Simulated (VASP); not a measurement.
# CdSe in VASP: a series of runs

Runs on CdSe. Level: PBE. Tasks: single point, molecular dynamics.

All numbers are computed with VASP 6.6.1; they aren't measurements. Logs are shortened: lines on timing, memory, paths and dates and some standing lists are left out, and cuts for length are marked.

## (1) The cell of the first run

The typed cell holds 4 atoms: a = 4.287 Å, b = 4.287 Å, c = 6.997 Å, α = 90.00°, β = 90.00°, γ = 120.00°.

## (2) Single point, PBE

Contents of INCAR:

```
ALGO = Normal ; EDIFF = 1E-6
ENCUT = 520 ; GGA = PE
ISIF = 2 ; ISMEAR = 0
LASPH = True ; LCHARG = False
LREAL = False ; LWAVE = False
NBANDS = 26 ; NELM = 100
PREC = Accurate ; SIGMA = 0.1
```

Contents of KPOINTS:

```
k-points
0
Gamma
  4 4 2
```

Contents of POSCAR:

```
CdSe
1.0
    4.2872288900      0.0000000000      0.0000000000
   -2.1436144400      3.7128491300      0.0000000000
    0.0000000000      0.0000000000      6.9968056000
Cd Se
2 2
Direct
    0.6621785051      0.3298194882     -0.0010443337
    0.3316003263      0.6622447920      0.5035147754
    0.6794973611      0.3418808456      0.3746335328
    0.3293582711      0.6694152962      0.8718497195
```

Potentials or basis: VASP PAW PBE potentials, release 64 (Cd, Se).

The run is started by

```sh
cat potpaw_PBE.64/Cd/POTCAR potpaw_PBE.64/Se/POTCAR > POTCAR
mpirun -np 1 vasp_std > vasp.out
```

OUTCAR:

```text
EDIFF = 1E-6
   ENCUT = 520
   GGA = PE
   ISIF = 2
   ISMEAR = 0
   LASPH = True
   LREAL = False
   NELM = 100
   PREC = Accurate

 ion  position               nearest neighbor table
   1  0.662  0.330  0.999-   4 2.61   3 2.63   4 2.63   4 2.65
   2  0.332  0.662  0.504-   4 2.58   3 2.58   3 2.64   3 2.68
   3  0.679  0.342  0.375-   2 2.58   1 2.63   2 2.64   2 2.68
   4  0.329  0.669  0.872-   2 2.58   1 2.61   1 2.63   1 2.65

  LATTYP: Found a hexagonal cell.
 ALAT       =     4.2872288900
 C/A-ratio  =     1.6320112081

  Lattice vectors:

 A1 = (   4.2872288900,   0.0000000000,   0.0000000000)
 A2 = (  -2.1436144400,   3.7128491300,   0.0000000000)
 A3 = (   0.0000000000,   0.0000000000,   6.9968056000)

Analysis of symmetry for initial positions (statically):
=====================================================================
 Subroutine PRICEL returns:
 Original cell was already a primitive cell.

 Routine SETGRP: Setting up the symmetry group for a
 hexagonal supercell.

 Subroutine GETGRP returns: Found  1 space group operations
 (whereof  1 operations were pure point group operations)
 out of a pool of 24 trial point group operations.

The static configuration has the point symmetry C_1 .

Analysis of symmetry for dynamics (positions and initial velocities):
=====================================================================
 Subroutine PRICEL returns:
 Original cell was already a primitive cell.

 Routine SETGRP: Setting up the symmetry group for a
 hexagonal supercell.

 Subroutine GETGRP returns: Found  1 space group operations
 (whereof  1 operations were pure point group operations)
 out of a pool of 24 trial point group operations.

The dynamic configuration has the point symmetry C_1 .

 Subroutine INISYM returns: Found  1 space group operations
 (whereof  1 operations are pure point group operations),
 and found     1 'primitive' translations

----------------------------------------------------------------------------------------

                                     Primitive cell

  volume of cell :     111.3740

  direct lattice vectors                    reciprocal lattice vectors
     4.287228890  0.000000000  0.000000000     0.233250901  0.134667470  0.000000000
    -2.143614440  3.712849130  0.000000000     0.000000000  0.269334941  0.000000000
     0.000000000  0.000000000  6.996805600     0.000000000  0.000000000  0.142922364
[... 81 lines left out ...]
   ENCUT  =  520.0 eV  38.22 Ry    6.18 a.u.   7.97  7.97 13.01*2*pi/ulx,y,z
   NELM   =    100;   NELMIN=  2; NELMDL= -5     # of ELM steps
   EDIFF  = 0.1E-05   stopping-criterion for ELM
   LREAL  =      F    real-space projection
   EDIFFG = 0.1E-04   stopping-criterion for IOM
   NSW    =      0    number of steps for IOM
   IBRION =     -1    ionic relax: 0-MD 1-quasi-New 2-CG
   NFREE  =      0    steps in history (QN), initial steepest desc. (CG)
   ISIF   =      2    stress and relaxation
   ISYM   =      2    0-nonsym 1-usesym 2-fastsym
   POTIM  = 0.5000    time-step for ionic-motion
   TEBEG  =    0.0;   TEEND  =   0.0 temperature during run
   PSTRESS=    0.0 pullay stress
   NELECT =      36.0000    total number of electrons
   NUPDOWN=      -1.0000    fix difference up-down
   EMIN   =  10.00;   EMAX   =-10.00  energy-range for DOS
   EFERMI =   0.00;   METHOD = LEGACY
   ISMEAR =     0;   SIGMA  =   0.10  broadening in eV -4-tet -1-fermi 0-gaus
   EFERMI_NEDOS =   21; number of points for ismear=-14 and -15
   IALGO  =     38    algorithm
   IMIX   =      4    mixing-type and parameters
     AMIX     =   0.40;   BMIX     =  1.00
     AMIX_MAG =   1.60;   BMIX_MAG =  1.00
  volume/ion in A,a.u.               =      27.84       187.90
  Fermi-wavevector in a.u.,A,eV,Ry     =   1.123521  2.123146 17.174617  1.262299
  Thomas-Fermi vector in A             =   2.260187
   LORBIT       =      0    0 simple, 1 ext, 2 COOP (PROOUT), +10 PAW based schemes
   GGA     = PE    functional components
   LHFCALC =     F    Hartree Fock is set to
   AEXX    =    0.0000 exact exchange contribution
   IVDW    =     0    specifies the selected vdW correction
   LEPSILON=     F    determine dielectric tensor
   LRPA    =     F    only Hartree local field effects (RPA)
 non-spin polarized calculation
 Gauss-broadening in eV      SIGMA  =   0.10
  energy-cutoff  :      520.00
  volume of cell :      111.37
 maximum number of plane-waves:      3008
   NGX = 15   NGY = 15   NGZ = 27

 number of electron      36.0000000 magnetization

 Free energy of the ion-electron system (eV)
  ---------------------------------------------------
  ext. energy  EPLUGINS =         0.00000000
  ---------------------------------------------------
  free energy    TOTEN  =       -10.83091142 eV

  energy without entropy =      -10.83091135  energy(sigma->0) =      -10.83091139

 E-fermi :   1.3923     XC(G=0):  -8.9199

 val. band max:        1.0592398696   @ k =   0.0000   0.0000   0.0000
 cond. band min:       1.7206038033   @ k =   0.0000   0.0000   0.0000
 fundamental gap:      0.6613639337
 Fermi energy:         1.3922537779

 k-point     1 :       0.0000    0.0000    0.0000
  band No.  band energies     occupation
      1     -11.6254      2.00000
      2     -11.2168      2.00000
      3      -6.9647      2.00000
      4      -6.9340      2.00000
      5      -6.9238      2.00000
      6      -6.8514      2.00000
[... 569 lines left out ...]
     25       8.7054      0.00000
     26       8.7952      0.00000

------------------------ aborting loop because EDIFF is reached ----------------------------------------

  FORCE on cell =-STRESS in cart. coord.  units (eV):
  Direction    XX          YY          ZZ          XY          YZ          ZX
  --------------------------------------------------------------------------------------
  -------------------------------------------------------------------------------------
  Total        2.7289841      2.4107711      3.0548334      0.3562364      0.3136020      0.1229948
  in kB       39.2579672     34.6802947     43.9454915      5.1246611      4.5113401      1.7693491
  external PRESSURE =      39.2945844 kB  Pullay stress =       0.0000000 kB

 VOLUME and BASIS-vectors are now :
 -----------------------------------------------------------------------------
  energy-cutoff  :      520.00
  volume of cell :      111.37
      direct lattice vectors                 reciprocal lattice vectors
     4.287228890  0.000000000  0.000000000     0.233250901  0.134667470  0.000000000
    -2.143614440  3.712849130  0.000000000     0.000000000  0.269334941  0.000000000
     0.000000000  0.000000000  6.996805600     0.000000000  0.000000000  0.142922364

 POSITION                                       TOTAL-FORCE (eV/Angst)
 -----------------------------------------------------------------------------------
      2.13190      1.22457      6.98950        -0.055536      0.126189      0.051531
      0.00205      2.45881      3.52300         0.209584      0.237166     -0.281876
      2.18030      1.26935      2.62124        -0.231849     -0.249961     -0.051376
     -0.02293      2.48544      6.10016         0.077800     -0.113395      0.281720
 -----------------------------------------------------------------------------------
    total drift:                               -0.000134     -0.000507      0.000018

  FREE ENERGIE OF THE ION-ELECTRON SYSTEM (eV)
  ---------------------------------------------------
  free  energy   TOTEN  =       -10.8309114245 eV

  energy  without entropy=      -10.8309113503  energy(sigma->0) =      -10.83091139
```

OSZICAR:

```text
N       E                     dE             d eps       ncg     rms          rms(c)
DAV:   1     0.240106905470E+03    0.24011E+03   -0.17052E+04  1040   0.125E+03
DAV:   2     0.806196732493E+00   -0.23930E+03   -0.23116E+03  1154   0.309E+02
DAV:   3    -0.114982535216E+02   -0.12304E+02   -0.12241E+02  1198   0.707E+01
DAV:   4    -0.115993535853E+02   -0.10110E+00   -0.10099E+00  1196   0.604E+00
DAV:   5    -0.115999562892E+02   -0.60270E-03   -0.60269E-03  1174   0.447E-01    0.908E+00
DAV:   6    -0.108684038032E+02    0.73155E+00   -0.12431E+00  1270   0.111E+01    0.711E+00
DAV:   7    -0.108324461206E+02    0.35958E-01   -0.56167E-01  1116   0.383E+00    0.259E+00
DAV:   8    -0.108304804066E+02    0.19657E-02   -0.59586E-02  1094   0.246E+00    0.408E-01
DAV:   9    -0.108306483661E+02   -0.16796E-03   -0.75311E-03  1178   0.992E-01    0.115E-01
DAV:  10    -0.108308137143E+02   -0.16535E-03   -0.82000E-04  1106   0.312E-01    0.733E-02
DAV:  11    -0.108309105574E+02   -0.96843E-04   -0.20291E-04  1084   0.805E-02    0.260E-02
DAV:  12    -0.108309100182E+02    0.53916E-06   -0.31212E-05  1234   0.596E-02    0.922E-03
DAV:  13    -0.108309111969E+02   -0.11787E-05   -0.98846E-06  1086   0.309E-02    0.289E-03
DAV:  14    -0.108309114245E+02   -0.22754E-06   -0.57064E-07   810   0.402E-03
   1 F= -.10830911E+02 E0= -.10830911E+02  d E =-.741776E-07
```

stdout:

```text
POSCAR found type information on POSCAR CdSe
 POSCAR found :  2 types and       4 ions
 scaLAPACK will be used
 LDA part: xc-table for (Slater+PW92), standard interpolation
 POSCAR, INCAR and KPOINTS ok, starting setup
 FFT: planning ... GRIDC
 FFT: planning ... GRID_SOFT
 FFT: planning ... GRID
 WAVECAR not read
 entering main loop
```

It took 46 s on 1 thread of AMD EPYC 7R43 (Zen 3), shared host; peak memory 0.2 GiB.

What came out:

| Property | Result |
| --- | --- |
| Free energy | -10.8309 eV |
| Pressure | 3.9 GPa |
| Largest force | 0.424 eV/Å |
| Band gap on the k mesh | 0.66 eV, direct |

Forces on the atoms (eV/Å):
```
Cd  -0.056  0.126  0.052
Cd   0.210  0.237 -0.282
Se  -0.232 -0.250 -0.051
Se   0.078 -0.113  0.282
```

Stress tensor (GPa, compression positive):
```
3.93 0.51 0.18
0.51 3.47 0.45
0.18 0.45 4.39
```

Caveat: the k points lie up to 0.45 Å⁻¹ apart. Expect the measured gap to be larger: semilocal functionals such as PBE lack the derivative discontinuity.

## (3) Single point, PBE

Contents of INCAR:

```
SYSTEM = CdSe
PREC = Accurate
ENCUT = 520
EDIFF = 1E-6
ISMEAR = 0
SIGMA = 0.1
LREAL = .False.
LASPH = .True.
NELM = 100
ALGO = Normal
ISIF = 2
LWAVE = .False.
LCHARG = .False.
GGA = PE
NBANDS = 26
```

Contents of KPOINTS:

```
Automatic mesh
0
Gamma
  4 4 2
  0 0 0
```

Contents of POSCAR:

```
CdSe
1.0
    4.2872288900      0.0000000000      0.0000000000
   -2.1436144400      3.7128491300      0.0000000000
    0.0000000000      0.0000000000      6.9968056000
Cd Se
2 2
Direct
    0.6575291354      0.3280561524     -0.0017355063
    0.3345949491      0.6612859597      0.5048979780
    0.6859536690      0.3454069786      0.3736526566
    0.3252573112      0.6697643543      0.8718455748
```

Potentials or basis: VASP PAW PBE potentials, release 64 (Cd, Se).

The run is started by

```sh
cat potpaw_PBE.64/Cd/POTCAR potpaw_PBE.64/Se/POTCAR > POTCAR
mpirun -np 1 vasp_std > vasp.out
```

Wall time 42 s (1 thread of AMD EPYC 7R43 (Zen 3), shared host); peak memory 0.21 GiB.

It converged, with:

```
Free energy            : -10.8195 eV
Pressure               : 4.0 GPa
Largest force          : 0.536 eV/Å
Band gap on the k mesh : 0.65 eV, direct
```

Forces in eV/Å, atoms in the order of the input:
```
Cd  -0.069  0.171  0.076
Cd   0.254  0.304 -0.361
Se  -0.285 -0.322 -0.023
Se   0.099 -0.153  0.308
```

Stress tensor (GPa, compression positive):
```
3.95 0.64 0.20
0.64 3.38 0.59
0.20 0.59 4.56
```

Levels at points of the mesh, in eV from the valence-band top:
| k point | band 16 | band 17 | band 18 | band 19 | band 20 | band 21 |
| --- | --- | --- | --- | --- | --- | --- |
| (0.00, 0.00, 0.00) | -0.09 | -0.02 | 0.00 | 0.65 | 2.24 | 5.79 |
| (0.50, 0.00, 0.00) | -1.91 | -1.52 | -0.75 | 3.22 | 3.41 | 4.92 |
| (0.00, 0.50, 0.00) | -1.92 | -1.39 | -0.75 | 3.17 | 3.31 | 4.65 |
| (0.50, 0.50, 0.00) | -1.91 | -1.38 | -0.74 | 3.13 | 3.34 | 4.58 |
| (0.00, 0.00, 0.50) | -0.50 | -0.41 | -0.31 | 2.33 | 2.45 | 5.80 |
| (0.50, 0.00, 0.50) | -1.44 | -1.35 | -1.29 | 2.76 | 2.91 | 4.81 |
| (0.00, 0.50, 0.50) | -1.48 | -1.38 | -1.30 | 2.83 | 2.96 | 4.79 |
| (0.50, 0.50, 0.50) | -1.51 | -1.39 | -1.27 | 2.88 | 2.97 | 4.78 |

Caveat: the k points lie up to 0.45 Å⁻¹ apart. Expect the measured gap to be larger: semilocal functionals such as PBE lack the derivative discontinuity.

## (4) Single point, PBE

Contents of INCAR:

```
ALGO     = Normal         # electronic algorithm
EDIFF    = 1E-6           # SCF threshold, eV
ENCUT    = 520            # plane-wave cutoff, eV
GGA      = PE             # functional
ISIF     = 2              # what is computed and relaxed
ISMEAR   = 0              # smearing method
LASPH    = True           # aspherical terms in the spheres
LCHARG   = True           # write CHGCAR
LELF     = True           # ELF
LREAL    = False          # projectors in reciprocal space
LVHAR    = True         
LWAVE    = False          # write WAVECAR
NBANDS   = 26             # bands
NELM     = 100            # most SCF steps
PREC     = Accurate       # precision mode
SIGMA    = 0.1            # smearing width, eV
```

Contents of KPOINTS:

```
k-points
0
Gamma
  4 4 2
```

Contents of POSCAR:

```
CdSe
1.0
    4.2872288900      0.0000000000      0.0000000000
   -2.1436144400      3.7128491300      0.0000000000
    0.0000000000      0.0000000000      6.9968056000
Cd Se
2 2
Direct
    0.6533235854      0.3289522297     -0.0017892451
    0.3432952845      0.6650825050      0.5032843845
    0.6833677498      0.3417424074      0.3724822653
    0.3214451539      0.6667486109      0.8753893348
```

The run is started by

```sh
cat potpaw_PBE.64/Cd/POTCAR potpaw_PBE.64/Se/POTCAR > POTCAR
mpirun -np 1 vasp_std > vasp.out
```

It took 46 s on 1 thread of AMD EPYC 7R43 (Zen 3), shared host; peak memory 0.2 GiB.

It converged, with:

```
Free energy            : -10.8402 eV
Pressure               : 3.9 GPa
Largest force          : 0.258 eV/Å
Band gap on the k mesh : 0.66 eV, direct
```

Forces in eV/Å, atoms in the order of the input:
```
Cd  -0.032  0.090  0.051
Cd   0.061  0.179 -0.176
Se  -0.087 -0.189  0.103
Se   0.058 -0.080  0.022
```

Stress tensor (GPa, compression positive):
```
3.95 0.28 0.03
0.28 3.57 0.33
0.03 0.33 4.05
```

Levels at points of the mesh, in eV from the valence-band top:
```csv
k point,band 15,band 16,band 17,band 18,band 19,band 20,band 21,band 22
"(0.00, 0.00, 0.00)",-0.79,-0.07,-0.02,0.00,0.66,2.23,5.76,5.90
"(0.50, 0.00, 0.00)",-2.71,-1.91,-1.47,-0.76,3.25,3.34,4.95,6.04
"(0.00, 0.50, 0.00)",-2.76,-1.91,-1.37,-0.76,3.18,3.32,4.67,6.12
"(0.50, 0.50, 0.00)",-2.77,-1.90,-1.37,-0.76,3.16,3.35,4.58,6.18
"(0.00, 0.00, 0.50)",-0.49,-0.46,-0.41,-0.34,2.33,2.44,5.80,5.90
"(0.50, 0.00, 0.50)",-1.45,-1.41,-1.35,-1.30,2.80,2.87,4.80,4.95
"(0.00, 0.50, 0.50)",-1.48,-1.46,-1.38,-1.31,2.89,2.94,4.82,4.86
"(0.50, 0.50, 0.50)",-1.49,-1.47,-1.40,-1.30,2.93,2.99,4.76,4.90
```

Caveat: the k points lie up to 0.45 Å⁻¹ apart. PBE gaps usually lie below the measured ones, often by a third to a half.

## (5) Molecular dynamics, PBE

Contents of INCAR:

```
SYSTEM = CdSe
PREC = Accurate
ENCUT = 520
EDIFF = 1E-5
ISMEAR = 0
SIGMA = 0.1
LREAL = .FALSE.
LASPH = .TRUE.
NELM = 100
ALGO = Normal
ISIF = 2
LWAVE = .FALSE.
LCHARG = .TRUE.
GGA = PE
NBANDS = 26
IBRION = 0
NSW = 40
POTIM = 2.0
TEBEG = 100.0
TEEND = 100.0
ISYM = 0
NELMIN = 4
RANDOM_SEED = 131358 0 0
MDALGO = 2
SMASS = 0
```

Contents of KPOINTS:

```
regular mesh
0
G
  4 4 2
  0 0 0
```

Contents of POSCAR:

```
CdSe
1.0
    4.2872288900      0.0000000000      0.0000000000
   -2.1436144400      3.7128491300      0.0000000000
    0.0000000000      0.0000000000      6.9968056000
Cd Se
2 2
Direct
    0.6666666700      0.3333333300      0.0000000000
    0.3333333300      0.6666666700      0.5000000000
    0.6666666700      0.3333333300      0.3750000000
    0.3333333300      0.6666666700      0.8750000000
```

The run is started by

```sh
cat potpaw_PBE.64/Cd/POTCAR potpaw_PBE.64/Se/POTCAR > POTCAR
mpirun -np 1 vasp_std > vasp.out
```

Wall time 9 min (1 thread of AMD EPYC 7R43 (Zen 3), shared host); peak memory 0.27 GiB.

Step by step:
```csv
step,potential energy change (eV),largest force (eV/Å),pressure (GPa),volume (Å³),temperature (K)
1,0.0000,0.0039,3.92,111.37,100
2,0.0002,0.0476,3.87,111.37,99
3,0.0008,0.0933,3.87,111.37,98
4,0.0016,0.1377,3.88,111.37,96
5,0.0029,0.1826,3.88,111.37,93
6,0.0044,0.2271,3.89,111.37,89
7,0.0062,0.2716,3.89,111.37,85
8,0.0082,0.3146,3.90,111.37,81
9,0.0105,0.3569,3.91,111.37,76
10,0.0130,0.3979,3.92,111.37,71
11,0.0156,0.4377,3.93,111.37,66
12,0.0184,0.4760,3.94,111.37,61
13,0.0212,0.5128,3.95,111.37,57
14,0.0242,0.5480,3.96,111.37,52
15,0.0271,0.5814,3.97,111.37,48
16,0.0301,0.6130,3.98,111.37,44
17,0.0330,0.6426,3.99,111.37,40
18,0.0359,0.6701,4.00,111.37,37
19,0.0387,0.6953,4.02,111.37,34
20,0.0414,0.7183,4.03,111.37,32
21,0.0440,0.7387,4.04,111.37,30
22,0.0464,0.7564,4.04,111.37,29
23,0.0487,0.7711,4.05,111.37,29
24,0.0507,0.7827,4.06,111.37,30
25,0.0524,0.7908,4.07,111.37,33
26,0.0539,0.7950,4.07,111.37,37
27,0.0551,0.7950,4.08,111.37,45
28,0.0559,0.7903,4.08,111.37,56
29,0.0564,0.7805,4.08,111.37,74
30,0.0565,0.7652,4.08,111.37,98
31,0.0562,0.7440,4.08,111.37,132
32,0.0555,0.7170,4.07,111.37,177
33,0.0545,0.6846,4.06,111.37,233
34,0.0533,0.6482,4.06,111.37,297
35,0.0521,0.6101,4.05,111.37,358
36,0.0510,0.5944,4.04,111.37,405
37,0.0502,0.6085,4.03,111.37,424
38,0.0497,0.6204,4.03,111.37,410
39,0.0496,0.6295,4.02,111.37,366
40,0.0497,0.6357,4.02,111.37,305
```

Caveat: the k points lie up to 0.45 Å⁻¹ apart.
